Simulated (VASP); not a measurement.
Runs of VASP 6.6.1 on CaO. The structure is that of space group Fm-3m (No. 225), or close to it. The cells are those of the table. 

```csv
task,potentials or basis,cell,cutoff (eV),smearing,gap on the mesh (eV),pressure (GPa)
single point,"VASP PAW LDA potentials, release 64 (Ca_sv, O_h)","a = 3.329 Å, angles 60.0°, 2 atoms",1340,gaussian 0.02 eV,3.42,(a)
single point,"VASP PAW LDA potentials, release 64 (Ca_sv, O)","a = 3.329 Å, angles 60.0°, 2 atoms",520,gaussian 0.02 eV,3.42,1.0
single point,"VASP PAW LDA potentials, release 64 (Ca_sv, O)","a = 3.332 Å, angles 60.0°, 2 atoms",520,gaussian 0.1 eV,3.42,0.7
relaxation of cell and atoms,"VASP PAW LDA potentials, release 64 (Ca_sv, O)","relaxed from a = 3.332 Å, angles 60.0°, 2 atoms",600,gaussian 0.02 eV,3.43,0.0
```

Alike in all rows: level LDA; no spin polarisation; k mesh 8 × 8 × 8.

Task: Fill in the values left out.

Result: (a) 0.9.

A k mesh can miss the band edges.
